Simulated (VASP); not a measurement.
# TeS2 (fluorite type) (Fm-3m) in VASP: further runs

TeS2 (fluorite type) is run at these levels: PBE; tasks: single point, relaxation of cell and atoms.

All numbers are computed with VASP 6.6.1; they aren't measurements. Logs are shortened: lines on timing, memory, paths and dates and some standing lists are left out, and cuts for length are marked.

## 1. The cell of the first run

It takes space group Fm-3m (No. 225, cubic). Conventional cell: a = 6.555 Å, b = 6.555 Å, c = 6.555 Å, α = 90.00°, β = 90.00°, γ = 90.00°. Te (site symmetry m-3m) has 8 S at 2.84 Å within 3.7 Å. S (site symmetry -43m) has 4 Te at 2.84 Å and 6 S at 3.28 Å within 3.7 Å.

## 2. Single point, PBE

Contents of INCAR:

```
SYSTEM = TeS2
PREC = Accurate
ENCUT = 520
EDIFF = 1E-6
ISMEAR = -1
SIGMA = 0.03
LREAL = .FALSE.
LASPH = .TRUE.
NELM = 60
ALGO = Normal
ISIF = 2
LWAVE = .FALSE.
LCHARG = .FALSE.
GGA = PE
NBANDS = 16
```

Contents of KPOINTS:

```
Automatic mesh
0
G
  10 10 10
  0 0 0
```

Contents of POSCAR:

```
TeS2
1.0
    0.0000000000      3.2774155851      3.2774155851
    3.2774155851      0.0000000000      3.2774155851
    3.2774155851      3.2774155851      0.0000000000
Te S
1 2
Direct
    0.0000000000      0.0000000000      0.0000000000
    0.2500000000      0.2500000000      0.2500000000
    0.7500000000      0.7500000000      0.7500000000
```

Potentials or basis: VASP PAW PBE potentials, release 64 (Te, S).

Started as:

```console
$ cat potpaw_PBE.64/Te/POTCAR potpaw_PBE.64/S/POTCAR > POTCAR
$ mpirun -np 1 vasp_std > vasp.out
```

OUTCAR:

```text
SYSTEM = TeS2
   PREC = Accurate
   ENCUT = 520
   EDIFF = 1E-6
   ISMEAR = -1
   LREAL = .FALSE.
   LASPH = .TRUE.
   NELM = 60
   ISIF = 2
   GGA = PE

 ion  position               nearest neighbor table
   1  0.000  0.000  0.000-   3 2.84   3 2.84   3 2.84   2 2.84   3 2.84   2 2.84   2 2.84   2 2.84

   2  0.250  0.250  0.250-   1 2.84   1 2.84   1 2.84   1 2.84
   3  0.750  0.750  0.750-   1 2.84   1 2.84   1 2.84   1 2.84

  LATTYP: Found a face centered cubic cell.
 ALAT       =     6.5548311702

  Lattice vectors:

 A1 = (   0.0000000000,   3.2774155851,   3.2774155851)
 A2 = (   3.2774155851,   0.0000000000,   3.2774155851)
 A3 = (   3.2774155851,   3.2774155851,   0.0000000000)

Analysis of symmetry for initial positions (statically):
=====================================================================
 Subroutine PRICEL returns:
 Original cell was already a primitive cell.

 Routine SETGRP: Setting up the symmetry group for a
 face centered cubic supercell.

 Subroutine GETGRP returns: Found 48 space group operations
 (whereof 48 operations were pure point group operations)
 out of a pool of 48 trial point group operations.

The static configuration has the point symmetry O_h .

Analysis of symmetry for dynamics (positions and initial velocities):
=====================================================================
 Subroutine PRICEL returns:
 Original cell was already a primitive cell.

 Routine SETGRP: Setting up the symmetry group for a
 face centered cubic supercell.

 Subroutine GETGRP returns: Found 48 space group operations
 (whereof 48 operations were pure point group operations)
 out of a pool of 48 trial point group operations.

The dynamic configuration has the point symmetry O_h .

 Subroutine INISYM returns: Found 48 space group operations
 (whereof 48 operations are pure point group operations),
 and found     1 'primitive' translations

----------------------------------------------------------------------------------------

                                     Primitive cell

  volume of cell :      70.4084

  direct lattice vectors                    reciprocal lattice vectors
     0.000000000  3.277415585  3.277415585    -0.152559231  0.152559231  0.152559231
     3.277415585  0.000000000  3.277415585     0.152559231 -0.152559231  0.152559231
     3.277415585  3.277415585  0.000000000     0.152559231  0.152559231 -0.152559231

  length of vectors
     4.634965570  4.634965570  4.634965570     0.264240339  0.264240339  0.264240339
[... 83 lines left out ...]
   EDIFF  = 0.1E-05   stopping-criterion for ELM
   LREAL  =      F    real-space projection
   EDIFFG = 0.1E-04   stopping-criterion for IOM
   NSW    =      0    number of steps for IOM
   IBRION =     -1    ionic relax: 0-MD 1-quasi-New 2-CG
   NFREE  =      0    steps in history (QN), initial steepest desc. (CG)
   ISIF   =      2    stress and relaxation
   ISYM   =      2    0-nonsym 1-usesym 2-fastsym
   POTIM  = 0.5000    time-step for ionic-motion
   TEBEG  =    0.0;   TEEND  =   0.0 temperature during run
   PSTRESS=    0.0 pullay stress
   NELECT =      18.0000    total number of electrons
   NUPDOWN=      -1.0000    fix difference up-down
   EMIN   =  10.00;   EMAX   =-10.00  energy-range for DOS
   EFERMI =   0.00;   METHOD = LEGACY
   ISMEAR =    -1;   SIGMA  =   0.03  broadening in eV -4-tet -1-fermi 0-gaus
   EFERMI_NEDOS =   21; number of points for ismear=-14 and -15
   IALGO  =     38    algorithm
   IMIX   =      4    mixing-type and parameters
     AMIX     =   0.40;   BMIX     =  1.00
     AMIX_MAG =   1.60;   BMIX_MAG =  1.00
  volume/ion in A,a.u.               =      23.47       158.38
  Fermi-wavevector in a.u.,A,eV,Ry     =   1.039021  1.963464 14.688357  1.079564
  Thomas-Fermi vector in A             =   2.173532
   LORBIT       =      0    0 simple, 1 ext, 2 COOP (PROOUT), +10 PAW based schemes
   GGA     = PE    functional components
   LHFCALC =     F    Hartree Fock is set to
   AEXX    =    0.0000 exact exchange contribution
   IVDW    =     0    specifies the selected vdW correction
   LEPSILON=     F    determine dielectric tensor
   LRPA    =     F    only Hartree local field effects (RPA)
 non-spin polarized calculation
  energy-cutoff  :      520.00
  volume of cell :       70.41
 maximum number of plane-waves:      1917
   NGX = 17   NGY = 17   NGZ = 17

 number of electron      17.9999998 magnetization

 Free energy of the ion-electron system (eV)
  ---------------------------------------------------
  ext. energy  EPLUGINS =         0.00000000
  ---------------------------------------------------
  free energy    TOTEN  =       -10.15269675 eV

  energy without entropy =      -10.14956657  energy(sigma->0) =      -10.15113166

 E-fermi :   5.7654     XC(G=0):  -9.5729

 val. band max:        5.7618215353   @ k =   0.5000   0.4000   0.0000
 cond. band min:       5.8018296365   @ k =  -0.4000   0.4000   0.0000
 fundamental gap:      0.0400081011
 Fermi energy:         5.7654454981

 k-point     1 :       0.0000    0.0000    0.0000
  band No.  band energies     occupation
      1      -9.3396      2.00000
      2      -5.2299      2.00000
      3      -2.5972      2.00000
      4       2.3959      2.00000
      5       2.3959      2.00000
      6       2.3959      2.00000
[... 433 lines left out ...]
      3      -5.2237      2.00000
      4       0.2316      2.00000
      5       0.2776      2.00000
      6       3.1720      2.00000
[... 8 lines left out ...]
     15      14.4377      0.00000
     16      14.5381      0.00000

 [... further k-points ...]

------------------------ aborting loop because EDIFF is reached ----------------------------------------

  FORCE on cell =-STRESS in cart. coord.  units (eV):
  Direction    XX          YY          ZZ          XY          YZ          ZX
  --------------------------------------------------------------------------------------
  -------------------------------------------------------------------------------------
  Total       -0.0699317     -0.0699317     -0.0699317      0.0000000     -0.0000000      0.0000000
  in kB       -1.5913285     -1.5913285     -1.5913285      0.0000000     -0.0000000      0.0000000
  external PRESSURE =      -1.5913285 kB  Pullay stress =       0.0000000 kB

 VOLUME and BASIS-vectors are now :
 -----------------------------------------------------------------------------
  energy-cutoff  :      520.00
  volume of cell :       70.41
      direct lattice vectors                 reciprocal lattice vectors
     0.000000000  3.277415585  3.277415585    -0.152559231  0.152559231  0.152559231
     3.277415585  0.000000000  3.277415585     0.152559231 -0.152559231  0.152559231
     3.277415585  3.277415585  0.000000000     0.152559231  0.152559231 -0.152559231

 POSITION                                       TOTAL-FORCE (eV/Angst)
 -----------------------------------------------------------------------------------
      0.00000      0.00000      0.00000        -0.000000     -0.000000     -0.000000
      1.63871      1.63871      1.63871        -0.000000     -0.000000     -0.000000
      4.91612      4.91612      4.91612         0.000000      0.000000      0.000000
 -----------------------------------------------------------------------------------
    total drift:                                0.000000      0.000000      0.000000

  FREE ENERGIE OF THE ION-ELECTRON SYSTEM (eV)
  ---------------------------------------------------
  free  energy   TOTEN  =       -10.1526967533 eV

  energy  without entropy=      -10.1495665747  energy(sigma->0) =      -10.15113166
```

Wall time 40 s (1 thread of Intel Xeon Platinum 8259CL at 2.50GHz (Skylake/Cascade Lake), shared host); peak memory 0.22 GiB.

Results:

```
Free energy            : -10.1527 eV
Pressure               : -0.2 GPa
Band gap on the k mesh : zero (bands 9 and 10 overlap by 0.59 eV)
```

Levels at points of the mesh, in eV from the Fermi level:
```
           k point  band 7  band 8  band 9  band 10  band 11  band 12
(0.00, 0.00, 0.00)   -3.33   -3.33   -3.33     0.71     0.71     0.71
(0.50, 0.00, 0.00)   -2.54   -2.54   -0.36     1.92     1.92     2.67
(0.50, 0.50, 0.00)   -0.40   -0.40   -0.13     0.15     2.70     2.70
```

Caveat: spin-orbit coupling is left out, which moves the levels of the heavy elements.

## 3. Relaxation of cell and atoms, PBE

This run uses another cell than the first one, of 15.01 Å³/atom.

Contents of INCAR:

```
ALGO = Normal ; EDIFF = 1E-6
EDIFFG = -0.005 ; ENCUT = 600
GGA = PE ; IBRION = 2
ISIF = 3 ; ISMEAR = -1
LASPH = T ; LCHARG = F
LREAL = F ; LWAVE = F
NELM = 60 ; NSW = 100
PREC = Accurate ; SIGMA = 0.03
```

Contents of KPOINTS:

```
k-points
0
Gamma
  10 10 10
```

Contents of POSCAR:

```
TeS2
1.0
    0.0000000000      2.8235615162      2.8235615162
    2.8235615162      0.0000000000      2.8235615162
    2.8235615162      2.8235615162      0.0000000000
Te S
1 2
Direct
    0.0000000000      0.0000000000      0.0000000000
    0.2500000000      0.2500000000      0.2500000000
    0.7500000000      0.7500000000      0.7500000000
```

Potentials or basis: VASP PAW PBE potentials, release 64 (Te, S).

Started as:

```console
$ cat potpaw_PBE.64/Te/POTCAR potpaw_PBE.64/S/POTCAR > POTCAR
$ mpirun -np 1 vasp_std > vasp.out
```

OUTCAR:

```text
EDIFF = 1E-6
   EDIFFG = -0.005
   ENCUT = 600
   GGA = PE
   IBRION = 2
   ISIF = 3
   ISMEAR = -1
   LASPH = T
   LREAL = F
   NELM = 60
   NSW = 100
   PREC = Accurate

 ion  position               nearest neighbor table
   1  0.000  0.000  0.000-   3 2.45   3 2.45   3 2.45   2 2.45   3 2.45   2 2.45   2 2.45   2 2.45

   2  0.250  0.250  0.250-   1 2.45   1 2.45   1 2.45   1 2.45
   3  0.750  0.750  0.750-   1 2.45   1 2.45   1 2.45   1 2.45

  LATTYP: Found a face centered cubic cell.
 ALAT       =     5.6471230324

  Lattice vectors:

 A1 = (   0.0000000000,   2.8235615162,   2.8235615162)
 A2 = (   2.8235615162,   0.0000000000,   2.8235615162)
 A3 = (   2.8235615162,   2.8235615162,   0.0000000000)

Analysis of symmetry for initial positions (statically):
=====================================================================
 Subroutine PRICEL returns:
 Original cell was already a primitive cell.

 Routine SETGRP: Setting up the symmetry group for a
 face centered cubic supercell.

 Subroutine GETGRP returns: Found 48 space group operations
 (whereof 48 operations were pure point group operations)
 out of a pool of 48 trial point group operations.

The static configuration has the point symmetry O_h .

Analysis of symmetry for dynamics (positions and initial velocities):
[... 146 lines left out ...]
  energy-cutoff  :      600.00
  volume of cell :       45.02
 maximum number of plane-waves:      1524
   NGX = 15   NGY = 15   NGZ = 15

--------------------------------------- Ionic step        1  -------------------------------------------

 number of electron      17.9999999 magnetization

 Free energy of the ion-electron system (eV)
  ---------------------------------------------------
  ext. energy  EPLUGINS =         0.00000000
  ---------------------------------------------------
  free energy    TOTEN  =        -6.24850800 eV

  energy without entropy =       -6.24520374  energy(sigma->0) =       -6.24685587

 E-fermi :  12.4837     XC(G=0): -11.7204

 val. band max:       12.4769047157   @ k =   0.1000   0.0000   0.0000
 cond. band min:      12.4889256166   @ k =  -0.3000   0.5000   0.2000
 fundamental gap:      0.0120209009
 Fermi energy:        12.4836935819
[... 881 lines left out ...]
  FREE ENERGIE OF THE ION-ELECTRON SYSTEM (eV)
  ---------------------------------------------------
  free  energy   TOTEN  =       -10.1450341374 eV

  energy  without entropy=      -10.1418924962  energy(sigma->0) =      -10.14346332

[... ionic steps 4 to 17 ...]

--------------------------------------- Ionic step       18  -------------------------------------------

 number of electron      17.9999997 magnetization

------------------------ aborting loop because EDIFF is reached ----------------------------------------
[... 69 lines left out ...]
--------------------------------------- Ionic step       20  -------------------------------------------

 number of electron      17.9999997 magnetization

 Free energy of the ion-electron system (eV)
  ---------------------------------------------------
  ext. energy  EPLUGINS =         0.00000000
  ---------------------------------------------------
  free energy    TOTEN  =       -10.14679729 eV

  energy without entropy =      -10.14367132  energy(sigma->0) =      -10.14523430

 E-fermi :   5.7970     XC(G=0):  -9.5844

 val. band max:        5.7934897296   @ k =   0.5000   0.4000   0.0000
 cond. band min:       5.8336520362   @ k =  -0.4000   0.4000   0.0000
 fundamental gap:      0.0401623066
 Fermi energy:         5.7970107424
[... 414 lines left out ...]
  FREE ENERGIE OF THE ION-ELECTRON SYSTEM (eV)
  ---------------------------------------------------
  free  energy   TOTEN  =       -10.1467972875 eV

  energy  without entropy=      -10.1436713222  energy(sigma->0) =      -10.14523430

 reached required accuracy - stopping structural energy minimisation
```

CONTCAR:

```text
TeS2
   1.00000000000000
     0.0000000000000000    3.2746865622194785    3.2746865622194785
     3.2746865622194785    0.0000000000000001    3.2746865622194785
     3.2746865622194785    3.2746865622194785    0.0000000000000000
  Te              S
     1     2
Direct
     1.0000000000000000    0.0000000000000000    0.0000000000000000
     0.2500000000000000    0.2500000000000000    0.2500000000000000
     0.7500000000000000    0.7500000000000000    0.7500000000000000

  0.00000000E+00  0.00000000E+00  0.00000000E+00
  0.00000000E+00  0.00000000E+00  0.00000000E+00
  0.00000000E+00  0.00000000E+00  0.00000000E+00
```

It took 2.6 min on 1 thread of Intel Xeon Platinum 8259CL at 2.50GHz (Skylake/Cascade Lake), shared host; peak memory 0.2 GiB.

Results:

```
Free energy                           : -10.1468 eV
Relaxed volume                        : 23.41 Å³/atom
Relaxed cell                          : a = 4.631 Å, b = 4.631 Å, c = 4.631 Å, α = 60.00°, β = 60.00°, γ = 60.00°
Space group after relaxing (to 0.1 Å) : Fm-3m (No. 225)
Energy gained by relaxing             : 1299.4 meV/atom
Ionic steps                           : 20
Pressure after relaxing               : 0.0 GPa
Band gap on the k mesh                : zero (bands 9 and 10 overlap by 0.59 eV)
```

The path:
| step | energy change (eV) | largest force (eV/Å) | pressure (GPa) | volume (Å³) |
| --- | --- | --- | --- | --- |
| 1 | 0.0000 | 0.0000 | 70.71 | 45.02 |
| 2 | -2.3194 | 0.0000 | -10.45 | 103.44 |
| 3 | -3.8965 | 0.0000 | -0.72 | 71.01 |
| 4 | -3.8982 | 0.0000 | -0.22 | 70.41 |
| 5 | -3.8978 | 0.0000 | 0.34 | 69.82 |
| 6 | -3.8978 | 0.0000 | 0.38 | 69.83 |
| 7 | -3.8978 | 0.0000 | 0.40 | 69.84 |
| 8 | -3.8978 | 0.0000 | 0.38 | 69.84 |
| 9 | -3.8978 | 0.0000 | 0.38 | 69.84 |
| 10 | -3.8978 | 0.0000 | 0.38 | 69.84 |
| 11 | -3.8978 | 0.0000 | 0.38 | 69.84 |
| 12 | -3.8978 | 0.0000 | 0.38 | 69.84 |
| 13 | -3.8978 | 0.0000 | 0.38 | 69.84 |
| 14 | -3.8978 | 0.0000 | 0.38 | 69.84 |
| 15 | -3.8979 | 0.0000 | 0.38 | 69.85 |
| 16 | -3.8979 | 0.0000 | 0.36 | 69.86 |
| 17 | -3.8979 | 0.0000 | 0.33 | 69.89 |
| 18 | -3.8980 | 0.0000 | 0.29 | 69.94 |
| 19 | -3.8982 | 0.0000 | 0.20 | 70.03 |
| 20 | -3.8983 | 0.0000 | 0.01 | 70.23 |

Final structure:
```xyz
3
Lattice="0.0000 3.2747 3.2747 3.2747 0.0000 3.2747 3.2747 3.2747 0.0000" Properties=species:S:1:pos:R:3 pbc="T T T"
Te    0.0000    3.2747    3.2747
S     1.6373    1.6373    1.6373
S     4.9120    4.9120    4.9120
```

Levels at points of the mesh, in eV from the Fermi level:
| k point | band 7 | band 8 | band 9 | band 10 | band 11 | band 12 |
| --- | --- | --- | --- | --- | --- | --- |
| (0.00, 0.00, 0.00) | -3.34 | -3.34 | -3.34 | 0.71 | 0.71 | 0.71 |
| (0.50, 0.00, 0.00) | -2.55 | -2.55 | -0.36 | 1.93 | 1.93 | 2.68 |
| (0.50, 0.50, 0.00) | -0.40 | -0.40 | -0.13 | 0.15 | 2.71 | 2.71 |

Caveat: the volume moved by over 15 % at a fixed basis, so the end points are rough; spin-orbit coupling is left out, which moves the levels of the heavy elements.
